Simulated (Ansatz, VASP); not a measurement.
## Mg in VASP and in Ansatz

Contents of INCAR:

```
PREC = Accurate
ENCUT = 520
EDIFF = 1E-7
ISMEAR = 0
SIGMA = 0.15
LREAL = False
LASPH = True
NELM = 100
ALGO = Fast
ISIF = 2
LWAVE = False
LCHARG = False
GGA = PE
NBANDS = 7
```

KPOINTS

```
Automatic mesh
0
Gamma
  18 18 16
```

The input POSCAR:

```
Mg
1.0
    2.9282878085      0.0000000000      0.0000000000
   -1.4641439043      2.5359716317      0.0000000000
    0.0000000000      0.0000000000      3.0448375700
Mg
1
Direct
    0.0000000000      0.0000000000      0.0000000000
```

Input for Ansatz:

```yaml
crystal:
  lattice:
    - [2.9282878085, 0.0, 0.0]
    - [-1.4641439043, 2.5359716317, 0.0]
    - [0.0, 0.0, 3.04483757]
  atoms:
    - { symbol: Mg, position: [0.0, 0.0, 0.0] }
basis:
  ecutwfc: 420
kpoints:
  mp_grid: { grid: [18, 18, 16] }
hamiltonian:
  xc: pbe
scf:
  occupations: { method: gaussian, width: 0.15 }
output:
  forces: true
  stress: true
  eigenvalues: true
```

Change from the starting cell: strain -0.040 along x and y, +0.000 along z, atoms carried along.

Alike in both runs: task single point; functional PBE; k mesh 18 × 18 × 16; occupations gaussian, width 0.15 eV; no spin polarisation.

|  | VASP | Ansatz |
| --- | --- | --- |
| version | VASP 6.6.1 | Ansatz 0.2.0 |
| potentials or method | VASP PAW PBE potentials, release 64 (Mg), cutoff 520 eV | scalar-relativistic, plane waves, PAW |
| valence electrons in the cell | 2 | 10 |

```tsv
	VASP	Ansatz	Ansatz less VASP
gap on the k mesh at the Fermi level (eV)	none	none	-
pressure (GPa)	4.9	4.9	+0.07
traceless stress, the component that is largest in VASP (GPa)	-3.67	-3.67	-0.003
```

A gap of «none» marks a metal or a gap that the smearing closes. With one functional, cell and mesh, what is left measures potentials, basis and numerics. VASP's potentials hold 2 valence electrons a cell and Ansatz's 10, so a difference there can come from the potentials and not from the codes.
